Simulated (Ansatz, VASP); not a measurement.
## HgTe in VASP and in Ansatz

```xyz
2
Lattice="0.0000 3.2202 3.2202 3.2202 0.0000 3.2202 3.2202 3.2202 0.0000" Properties=species:S:1:pos:R:3 pbc="T T T"
Hg    0.0000    0.0000    0.0000
Te    1.6101    1.6101    1.6101
```

Alike in both runs: task single point; functional r2SCAN; dispersion rVV10; k mesh 6 × 6 × 6; occupations gaussian, width 0.05 eV; no spin polarisation.

|  | VASP | Ansatz |
| --- | --- | --- |
| version | VASP 6.6.1 | Ansatz 0.2.0 |
| potentials or method | VASP PAW PBE potentials, release 64 (Hg, Te), cutoff 520 eV | scalar-relativistic, plane waves, PAW |
| valence electrons in the cell | 18 | 36 |

VASP gave:

- gap on the k mesh at the Fermi level (eV): none
- pressure (GPa): 2.3

Q: Estimate Ansatz's values.

A: gap on the k mesh at the Fermi level (eV): none; pressure (GPa): 2.0.

VASP's potentials were made for PBE, not for r2SCAN. A gap of «none» marks a metal or a gap that the smearing closes. VASP's potentials hold 18 valence electrons a cell and Ansatz's 36, so a difference there can come from the potentials and not from the codes.

Neither program's run includes spin-orbit coupling.
